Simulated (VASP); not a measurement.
Here is a VASP 6.6.1 calculation.

File INCAR:

```
SYSTEM = GaSb
  ALGO = Normal
  EDIFF = 1E-6
  ENCUT = 520
  GGA = RP
  ISIF = 2
  ISMEAR = -1
  IVDW = 12
  LASPH = .True.
  LCHARG = .True.
  LELF = .True.
  LREAL = .False.
  LVHAR = .True.
  LWAVE = .False.
  NBANDS = 16
  NELM = 80
  PREC = Accurate
  SIGMA = 0.05
```

Contents of KPOINTS:

```
k-points
0
Gamma
  8 8 8
  0 0 0
```

Contents of POSCAR:

```
GaSb
1.0
    0.0000000000      3.0176570942      3.0176570942
    3.0176570942      0.0000000000      3.0176570942
    3.0176570942      3.0176570942      0.0000000000
Sb Ga
1 1
Direct
    0.7500000000      0.7500000000      0.7500000000
    0.0000000000      0.0000000000      0.0000000000
```

Potentials or basis: VASP PAW PBE potentials, release 64 (Sb, Ga_d).

The run is started by

```bash
$ cat potpaw_PBE.64/Sb/POTCAR potpaw_PBE.64/Ga_d/POTCAR > POTCAR
$ mpirun -np 1 vasp_std > vasp.out
```

Q: What does it give for the pressure?

A: -3.8 GPa.

Q: Predict the band gap on the k mesh.

A: 0.43 eV, direct.

Q: Predict the dispersion energy per atom.

A: -1.559 eV.

Caveat: the PAW data sets were made with another functional, which shifts forces and pressure a little; spin-orbit coupling is left out, which moves the levels of the heavy elements. A k mesh can miss the band edges.
